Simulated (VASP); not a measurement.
# CdSe (P3m1) in VASP: a series of runs

Runs on CdSe. Level: PBE. Tasks: single point.

All numbers are computed with VASP 6.6.1; they aren't measurements. Logs are shortened: lines on timing, memory, paths and dates and some standing lists are left out, and cuts for length are marked.

## (1) The cell of the first run

Symmetry: P3m1, No. 156, trigonal system. Conventional cell: a = 4.298 Å, b = 4.298 Å, c = 7.015 Å, α = 90.00°, β = 90.00°, γ = 120.00°. Within 3.4 Å of Cd (site symmetry 3m) lie 4 Se at 2.57 to 2.86 Å. Cd (site symmetry 3m) has 4 Se at 2.63 Å within 3.5 Å. Within 3.5 Å of Se (site symmetry 3m) lie 4 Cd at 2.63 to 2.86 Å. Se (site symmetry 3m) has 4 Cd at 2.57 to 2.63 Å within 3.4 Å.

## (2) Single point, PBE (atom 1 (Cd) moved by (+0.000, -0.225) A along x and z)

File INCAR:

```
ALGO = Normal
EDIFF = 1E-6
ENCUT = 520
GGA = PE
ISIF = 2
ISMEAR = 0
LASPH = True
LCHARG = True
LELF = True
LREAL = False
LVHAR = True
LWAVE = False
NBANDS = 26
NELM = 100
PREC = Accurate
SIGMA = 0.05
```

File KPOINTS:

```
k-points
0
Gamma
  6 6 4
```

File POSCAR:

```
CdSe
1.0
    4.2984999142      0.0000000000      0.0000000000
   -2.1492499571      3.7226101239      0.0000000000
    0.0000000000      0.0000000000      7.0152000000
Cd Se
2 2
Direct
    0.6666666667      0.3333333333     -0.0320732125
    0.3333333333      0.6666666667      0.5000000000
    0.6666666667      0.3333333333      0.3750000000
    0.3333333333      0.6666666667      0.8750000000
```

Potentials or basis: VASP PAW PBE potentials, release 64 (Cd, Se).

Started as:

```console
cat potpaw_PBE.64/Cd/POTCAR potpaw_PBE.64/Se/POTCAR > POTCAR
mpirun -np 1 vasp_std > vasp.out
```

OUTCAR:

```text
EDIFF = 1E-6
   ENCUT = 520
   GGA = PE
   ISIF = 2
   ISMEAR = 0
   LASPH = True
   LREAL = False
   NELM = 100
   PREC = Accurate

 ion  position               nearest neighbor table
   1  0.667  0.333  0.968-   4 2.57   4 2.57   4 2.57   3 2.86
   2  0.333  0.667  0.500-   4 2.63   3 2.63   3 2.63   3 2.63
   3  0.667  0.333  0.375-   2 2.63   2 2.63   2 2.63   1 2.86
   4  0.333  0.667  0.875-   1 2.57   1 2.57   1 2.57   2 2.63

  LATTYP: Found a hexagonal cell.
 ALAT       =     4.2984999142
 C/A-ratio  =     1.6320111993

  Lattice vectors:

 A1 = (   4.2984999142,   0.0000000000,   0.0000000000)
 A2 = (  -2.1492499571,   3.7226101239,   0.0000000000)
 A3 = (   0.0000000000,   0.0000000000,   7.0152000000)

Analysis of symmetry for initial positions (statically):
=====================================================================
 Subroutine PRICEL returns:
 Original cell was already a primitive cell.

 Routine SETGRP: Setting up the symmetry group for a
 hexagonal supercell.

 Subroutine GETGRP returns: Found  6 space group operations
 (whereof  6 operations were pure point group operations)
 out of a pool of 24 trial point group operations.

The static configuration has the point symmetry C_3v.

Analysis of symmetry for dynamics (positions and initial velocities):
=====================================================================
 Subroutine PRICEL returns:
 Original cell was already a primitive cell.

 Routine SETGRP: Setting up the symmetry group for a
 hexagonal supercell.

 Subroutine GETGRP returns: Found  6 space group operations
 (whereof  6 operations were pure point group operations)
 out of a pool of 24 trial point group operations.

The dynamic configuration has the point symmetry C_3v.

 Subroutine INISYM returns: Found  6 space group operations
 (whereof  6 operations are pure point group operations),
 and found     1 'primitive' translations

----------------------------------------------------------------------------------------

                                     Primitive cell

  volume of cell :     112.2547

  direct lattice vectors                    reciprocal lattice vectors
     4.298499914  0.000000000  0.000000000     0.232639297  0.134314361  0.000000000
    -2.149249957  3.722610124  0.000000000     0.000000000  0.268628722  0.000000000
     0.000000000  0.000000000  7.015200000     0.000000000  0.000000000  0.142547611

  length of vectors
     4.298499914  4.298499914  7.015200000     0.268628722  0.268628722  0.142547611

  position of ions in fractional coordinates (direct lattice)
     0.666666667  0.333333333  0.967926787
     0.333333333  0.666666667  0.500000000
     0.666666667  0.333333333  0.375000000
     0.333333333  0.666666667  0.875000000

  ion indices of the primitive-cell ions
   primitive index   ion index
                 1           1
                 2           2
                 3           3
                 4           4

----------------------------------------------------------------------------------------

 KPOINTS: k-points

Automatic generation of k-mesh.
 Grid dimensions read from file:
 generate k-points for:    6    6    4

 Generating k-lattice:

  Cartesian coordinates                     Fractional coordinates (reciprocal lattice)
     0.038773216  0.022385727  0.000000000     0.166666667  0.000000000  0.000000000
     0.000000000  0.044771454  0.000000000     0.000000000  0.166666667  0.000000000
     0.000000000  0.000000000  0.035636903     0.000000000  0.000000000  0.250000000

  Length of vectors
     0.044771454  0.044771454  0.035636903

  Shift w.r.t. Gamma in fractional coordinates (k-lattice)
     0.000000000  0.000000000  0.000000000

 Subroutine IBZKPT returns following result:
 ===========================================

 Found     24 irreducible k-points:

 Following reciprocal coordinates:
            Coordinates               Weight
  0.000000  0.000000  0.000000      1.000000
  0.166667  0.000000  0.000000      6.000000
  0.333333  0.000000  0.000000      6.000000
  0.500000  0.000000  0.000000      3.000000
  0.166667  0.166667  0.000000      6.000000
  0.333333  0.166667  0.000000     12.000000
[... 16 lines left out ...]
  0.333333  0.166667  0.500000     12.000000
  0.333333  0.333333  0.500000      2.000000
   k-points           NKPTS =     24   k-points in BZ     NKDIM =     24   number of bands    NBANDS=     26
   number of dos      NEDOS =    301   number of ions     NIONS =      4
   total plane-waves  NPLWV =  55296
   dimension x,y,z NGX =    32 NGY =   32 NGZ =   54
   dimension x,y,z NGXF=    64 NGYF=   64 NGZF=  108
   ions per type =               2   2
   NGX,Y,Z   is equivalent  to a cutoff of  12.38, 12.38, 12.80 a.u.
   NGXF,Y,Z  is equivalent  to a cutoff of  24.75, 24.75, 25.59 a.u.
 SYSTEM =  unknown system
   PREC   = accura    normal or accurate (medium, high low for compatibility)
   ISTART =      0    job   : 0-new  1-cont  2-samecut
   ICHARG =      2    charge: 1-file 2-atom 10-const
   ISPIN  =      1    spin polarized calculation?
   LNONCOLLINEAR =      F non collinear calculations
   LSORBIT =      F    spin-orbit coupling
   LASPH  =      T    aspherical Exc in radial PAW
   ENCUT  =  520.0 eV  38.22 Ry    6.18 a.u.   7.99  7.99 13.04*2*pi/ulx,y,z
   NELM   =    100;   NELMIN=  2; NELMDL= -5     # of ELM steps
   EDIFF  = 0.1E-05   stopping-criterion for ELM
   LREAL  =      F    real-space projection
   EDIFFG = 0.1E-04   stopping-criterion for IOM
   NSW    =      0    number of steps for IOM
   IBRION =     -1    ionic relax: 0-MD 1-quasi-New 2-CG
   NFREE  =      0    steps in history (QN), initial steepest desc. (CG)
   ISIF   =      2    stress and relaxation
   ISYM   =      2    0-nonsym 1-usesym 2-fastsym
   POTIM  = 0.5000    time-step for ionic-motion
   TEBEG  =    0.0;   TEEND  =   0.0 temperature during run
   PSTRESS=    0.0 pullay stress
   NELECT =      36.0000    total number of electrons
   NUPDOWN=      -1.0000    fix difference up-down
   EMIN   =  10.00;   EMAX   =-10.00  energy-range for DOS
   EFERMI =   0.00;   METHOD = LEGACY
   ISMEAR =     0;   SIGMA  =   0.05  broadening in eV -4-tet -1-fermi 0-gaus
   EFERMI_NEDOS =   21; number of points for ismear=-14 and -15
   IALGO  =     38    algorithm
   IMIX   =      4    mixing-type and parameters
     AMIX     =   0.40;   BMIX     =  1.00
     AMIX_MAG =   1.60;   BMIX_MAG =  1.00
  volume/ion in A,a.u.               =      28.06       189.38
  Fermi-wavevector in a.u.,A,eV,Ry     =   1.120575  2.117579 17.084668  1.255688
  Thomas-Fermi vector in A             =   2.257222
   LORBIT       =      0    0 simple, 1 ext, 2 COOP (PROOUT), +10 PAW based schemes
   GGA     = PE    functional components
   LHFCALC =     F    Hartree Fock is set to
   AEXX    =    0.0000 exact exchange contribution
   IVDW    =     0    specifies the selected vdW correction
   LEPSILON=     F    determine dielectric tensor
   LRPA    =     F    only Hartree local field effects (RPA)
 non-spin polarized calculation
 Gauss-broadening in eV      SIGMA  =   0.05
  energy-cutoff  :      520.00
  volume of cell :      112.25
 maximum number of plane-waves:      3042
   NGX = 15   NGY = 15   NGZ = 27

 number of electron      35.9999995 magnetization

 Free energy of the ion-electron system (eV)
  ---------------------------------------------------
  ext. energy  EPLUGINS =         0.00000000
  ---------------------------------------------------
  free energy    TOTEN  =       -10.79679729 eV

  energy without entropy =      -10.79679729  energy(sigma->0) =      -10.79679729

 E-fermi :   1.2742     XC(G=0):  -8.8860

 val. band max:        1.0218752743   @ k =   0.0000   0.0000   0.0000
 cond. band min:       1.6234049520   @ k =   0.0000   0.0000   0.0000
 fundamental gap:      0.6015296776
 Fermi energy:         1.2741716570

 k-point     1 :       0.0000    0.0000    0.0000
  band No.  band energies     occupation
      1     -11.9116      2.00000
      2     -11.0709      2.00000
      3      -7.2626      2.00000
      4      -7.2626      2.00000
      5      -6.9636      2.00000
      6      -6.8172      2.00000
[... 18 lines left out ...]
     25       7.9333      0.00000
     26       8.6576      0.00000

 k-point     2 :       0.1667    0.0000    0.0000
  band No.  band energies     occupation
      1     -11.8367      2.00000
      2     -11.0178      2.00000
      3      -7.2132      2.00000
      4      -7.2050      2.00000
      5      -6.9455      2.00000
      6      -6.8191      2.00000
[... 18 lines left out ...]
     25       8.2558      0.00000
     26       8.5366      0.00000

 k-point     3 :       0.3333    0.0000    0.0000
  band No.  band energies     occupation
      1     -11.6842      2.00000
      2     -10.9111      2.00000
      3      -7.1144      2.00000
      4      -7.0596      2.00000
      5      -6.9099      2.00000
      6      -6.8183      2.00000
[... 18 lines left out ...]
     25       8.8252      0.00000
     26       9.2755      0.00000

 k-point     4 :       0.5000    0.0000    0.0000
  band No.  band energies     occupation
      1     -11.6070      2.00000
      2     -10.8575      2.00000
      3      -7.0677      2.00000
      4      -7.0175      2.00000
      5      -6.8624      2.00000
      6      -6.8121      2.00000
[... 18 lines left out ...]
     25       8.8526      0.00000
     26      10.5045      0.00000
[... 496 lines left out ...]
      1     -11.7005      2.00000
      2     -10.9498      2.00000
      3      -7.1483      2.00000
      4      -7.0868      2.00000
      5      -6.9282      2.00000
      6      -6.8164      2.00000
[... 18 lines left out ...]
     25       8.5476      0.00000
     26       8.6112      0.00000

 k-point    23 :       0.3333    0.1667    0.5000
  band No.  band energies     occupation
      1     -11.5977      2.00000
      2     -10.8542      2.00000
      3      -7.0698      2.00000
      4      -6.9951      2.00000
      5      -6.9181      2.00000
      6      -6.8206      2.00000
[... 18 lines left out ...]
     25       8.8309      0.00000
     26       9.1032      0.00000

 k-point    24 :       0.3333    0.3333    0.5000
  band No.  band energies     occupation
      1     -11.5642      2.00000
      2     -10.8233      2.00000
      3      -7.0432      2.00000
      4      -6.9390      2.00000
      5      -6.9279      2.00000
      6      -6.8544      2.00000
[... 18 lines left out ...]
     25       9.4468      0.00000
     26       9.7242      0.00000

------------------------ aborting loop because EDIFF is reached ----------------------------------------

  FORCE on cell =-STRESS in cart. coord.  units (eV):
  Direction    XX          YY          ZZ          XY          YZ          ZX
  --------------------------------------------------------------------------------------
  -------------------------------------------------------------------------------------
  Total        3.3060511      3.3060511      1.2880136      0.0000000     -0.0000000      0.0000000
  in kB       47.1862661     47.1862661     18.3834277      0.0000000     -0.0000000      0.0000000
  external PRESSURE =      37.5853200 kB  Pullay stress =       0.0000000 kB

 VOLUME and BASIS-vectors are now :
 -----------------------------------------------------------------------------
  energy-cutoff  :      520.00
  volume of cell :      112.25
      direct lattice vectors                 reciprocal lattice vectors
     4.298499914  0.000000000  0.000000000     0.232639297  0.134314361  0.000000000
    -2.149249957  3.722610124  0.000000000     0.000000000  0.268628722  0.000000000
     0.000000000  0.000000000  7.015200000     0.000000000  0.000000000  0.142547611

 POSITION                                       TOTAL-FORCE (eV/Angst)
 -----------------------------------------------------------------------------------
      2.14925      1.24087      6.79020         0.000000     -0.000000      0.949092
     -0.00000      2.48174      3.50760        -0.000000      0.000000     -0.313558
      2.14925      1.24087      2.63070         0.000000     -0.000000     -0.500106
     -0.00000      2.48174      6.13830         0.000000     -0.000000     -0.135429
 -----------------------------------------------------------------------------------
    total drift:                                0.000000     -0.000000      0.000103

  FREE ENERGIE OF THE ION-ELECTRON SYSTEM (eV)
  ---------------------------------------------------
  free  energy   TOTEN  =       -10.7967972854 eV

  energy  without entropy=      -10.7967972854  energy(sigma->0) =      -10.79679729
```

Wall time 85 s (1 thread of AMD EPYC 7R13, shared host); peak memory 0.22 GiB.

What came out:

* Free energy: -10.7968 eV
* Pressure: 3.8 GPa
* Largest force: 0.949 eV/Å
* Band gap on the k mesh: 0.60 eV, direct

Forces on the atoms (eV/Å):
```
Cd   0.000  0.000  0.949
Cd   0.000  0.000 -0.314
Se   0.000  0.000 -0.500
Se   0.000  0.000 -0.135
```

Stress tensor (GPa, compression positive):
```
4.72 0.00 0.00
0.00 4.72 0.00
0.00 0.00 1.84
```

Levels at points of the mesh, in eV from the valence-band top:
```
           k point  band 16  band 17  band 18  band 19  band 20  band 21
(0.00, 0.00, 0.00)    -0.08     0.00     0.00     0.60     2.01     5.74
(0.50, 0.00, 0.00)    -2.06    -1.24    -0.86     2.96     3.40     4.71
(0.00, 0.00, 0.50)    -0.71    -0.19    -0.19     1.94     2.50     5.65
(0.50, 0.00, 0.50)    -1.48    -1.15    -1.14     2.82     3.02     4.45
```

Caveat: the cell differs from its parent crystal (atom 1 (Cd) moved by (+0.000, -0.225) A along x and z).

## (3) Single point, PBE (atom 1 (Cd) moved by (+0.000, +0.225) A along x and z)

File INCAR:

```
PREC = Accurate ; ENCUT = 520
EDIFF = 1E-6 ; ISMEAR = 0
SIGMA = 0.05 ; LREAL = False
LASPH = True ; NELM = 100
ALGO = Normal ; ISIF = 2
LWAVE = False ; LCHARG = False
GGA = PE ; NBANDS = 26
```

File KPOINTS:

```
Automatic mesh
0
Gamma
  6 6 4
```

POSCAR: that of step 2 with these lines changed.

```diff
@@ -8,3 +8,3 @@
 Direct
-    0.6666666667      0.3333333333     -0.0320732125
+    0.6666666667      0.3333333333      0.0320732125
     0.3333333333      0.6666666667      0.5000000000
```

Potentials or basis: VASP PAW PBE potentials, release 64 (Cd, Se).

Started as:

```console
cat potpaw_PBE.64/Cd/POTCAR potpaw_PBE.64/Se/POTCAR > POTCAR
mpirun -np 1 vasp_std > vasp.out
```

OUTCAR:

```text
PREC = Accurate
   ENCUT = 520
   EDIFF = 1E-6
   ISMEAR = 0
   LREAL = False
   LASPH = True
   NELM = 100
   ISIF = 2
   GGA = PE

 ion  position               nearest neighbor table
   1  0.667  0.333  0.032-   3 2.41   4 2.72   4 2.72   4 2.72
   2  0.333  0.667  0.500-   4 2.63   3 2.63   3 2.63   3 2.63
   3  0.667  0.333  0.375-   1 2.41   2 2.63   2 2.63   2 2.63
   4  0.333  0.667  0.875-   2 2.63   1 2.72   1 2.72   1 2.72

  LATTYP: Found a hexagonal cell.
 ALAT       =     4.2984999142
 C/A-ratio  =     1.6320111993

  Lattice vectors:

 A1 = (   4.2984999142,   0.0000000000,   0.0000000000)
 A2 = (  -2.1492499571,   3.7226101239,   0.0000000000)
 A3 = (   0.0000000000,   0.0000000000,   7.0152000000)

Analysis of symmetry for initial positions (statically):
=====================================================================
 Subroutine PRICEL returns:
 Original cell was already a primitive cell.

 Routine SETGRP: Setting up the symmetry group for a
 hexagonal supercell.

 Subroutine GETGRP returns: Found  6 space group operations
[... 167 lines left out ...]

 E-fermi :   1.3649     XC(G=0):  -8.8910

 val. band max:        1.0865498586   @ k =   0.0000   0.0000   0.0000
 cond. band min:       1.6039303844   @ k =   0.0000   0.0000   0.0000
 fundamental gap:      0.5173805259
 Fermi energy:         1.3649363129

 k-point     1 :       0.0000    0.0000    0.0000
  band No.  band energies     occupation
      1     -11.9662      2.00000
      2     -10.9987      2.00000
      3      -7.1268      2.00000
      4      -7.1132      2.00000
      5      -7.1132      2.00000
      6      -6.7897      2.00000
[... 685 lines left out ...]
     25       9.6214      0.00000
     26       9.7550      0.00000

------------------------ aborting loop because EDIFF is reached ----------------------------------------

  FORCE on cell =-STRESS in cart. coord.  units (eV):
  Direction    XX          YY          ZZ          XY          YZ          ZX
  --------------------------------------------------------------------------------------
  -------------------------------------------------------------------------------------
  Total        1.4415165      1.4415165      5.6090894      0.0000000      0.0000000      0.0000000
  in kB       20.5743289     20.5743289     80.0568343      0.0000000      0.0000000      0.0000000
  external PRESSURE =      40.4018307 kB  Pullay stress =       0.0000000 kB

 VOLUME and BASIS-vectors are now :
 -----------------------------------------------------------------------------
  energy-cutoff  :      520.00
  volume of cell :      112.25
      direct lattice vectors                 reciprocal lattice vectors
     4.298499914  0.000000000  0.000000000     0.232639297  0.134314361  0.000000000
    -2.149249957  3.722610124  0.000000000     0.000000000  0.268628722  0.000000000
     0.000000000  0.000000000  7.015200000     0.000000000  0.000000000  0.142547611

 POSITION                                       TOTAL-FORCE (eV/Angst)
 -----------------------------------------------------------------------------------
      2.14925      1.24087      0.22500        -0.000000      0.000000     -2.238238
     -0.00000      2.48174      3.50760         0.000000     -0.000000      0.304172
      2.14925      1.24087      2.63070        -0.000000     -0.000000      1.609374
     -0.00000      2.48174      6.13830        -0.000000      0.000000      0.324691
 -----------------------------------------------------------------------------------
    total drift:                               -0.000000     -0.000000      0.000158

  FREE ENERGIE OF THE ION-ELECTRON SYSTEM (eV)
  ---------------------------------------------------
  free  energy   TOTEN  =       -10.6957721791 eV

  energy  without entropy=      -10.6957721791  energy(sigma->0) =      -10.69577218
```

Wall time 86 s (1 thread of AMD EPYC 7R13, shared host); peak memory 0.22 GiB.

Results:

```
Free energy            : -10.6958 eV
Pressure               : 4.0 GPa
Largest force          : 2.238 eV/Å
Band gap on the k mesh : 0.52 eV, direct
```

Forces in eV/Å, atoms in the order of the input:
```
Cd   0.000  0.000 -2.238
Cd   0.000  0.000  0.304
Se   0.000  0.000  1.609
Se   0.000  0.000  0.325
```

Caveat: the cell differs from its parent crystal (atom 1 (Cd) moved by (+0.000, +0.225) A along x and z); forces of over 1 eV/Å act on the atoms, so gaps and moduli don't describe the material at rest.
